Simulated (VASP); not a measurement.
Wanted: the native input for a VASP 6.6.1 run.

| Item | Value |
| --- | --- |
| Task | single point |
| Functional | LDA |
| Potentials or basis | VASP PAW LDA potentials, release 64 (Na_pv, Li_sv, I, Cl) |
| Cutoff | 520 eV |
| k mesh | 6 × 6 × 4 |
| Occupations | gaussian, width 0.05 eV |
| Spin | no spin polarisation |
| Dipole correction | no |
| Further INCAR settings | ALGO = Normal; EDIFF = 1e-06; NBANDS = 20 |

The structure of NaLiICl lies in POSCAR:

```
NaLiICl
1.0
    4.0916360000      0.0000000000      0.0000000000
    0.0000000000      4.0916360000      0.0000000000
    0.0000000000      0.0000000000      5.7181164800
Na Li I Cl
1 1 1 1
Direct
    0.5000000000      0.5000000000      0.5000000000
    0.0000000000      0.0000000000      0.0000000000
    0.5000000000      0.5000000000      0.0000000000
    0.0000000000      0.0000000000      0.5000000000
```

This cell differs from its parent crystal: strain +0.000 along x and y, -0.080 along z.

One way to write it, as run:

INCAR

```
PREC = Accurate ; ENCUT = 520
EDIFF = 1E-6 ; ISMEAR = 0
SIGMA = 0.05 ; LREAL = False
LASPH = True ; NELM = 100
ALGO = Normal ; ISIF = 2
LWAVE = False ; LCHARG = False
GGA = CA ; NBANDS = 20
```

KPOINTS

```
Automatic mesh
0
Gamma
  6 6 4
```

Potentials or basis: VASP PAW LDA potentials, release 64 (Na_pv, Li_sv, I, Cl).

The run is started by

```sh
$ cat potpaw_LDA.64/Na_pv/POTCAR potpaw_LDA.64/Li_sv/POTCAR potpaw_LDA.64/I/POTCAR potpaw_LDA.64/Cl/POTCAR > POTCAR
$ mpirun -np 1 vasp_std > vasp.out
```

It gave:

| Item | Value |
| --- | --- |
| Band gap on the k mesh | 4.25 eV, indirect (least direct gap 4.42 eV) |

Caveat: the cell differs from its parent crystal (strain +0.000 along x and y, -0.080 along z); spin-orbit coupling is left out, which moves the levels of the heavy elements.

Wall time 17 s on 1 thread of Intel(R) Xeon(R) 6975P-C (Granite Rapids) (shared host), peak memory 0.2 GiB.
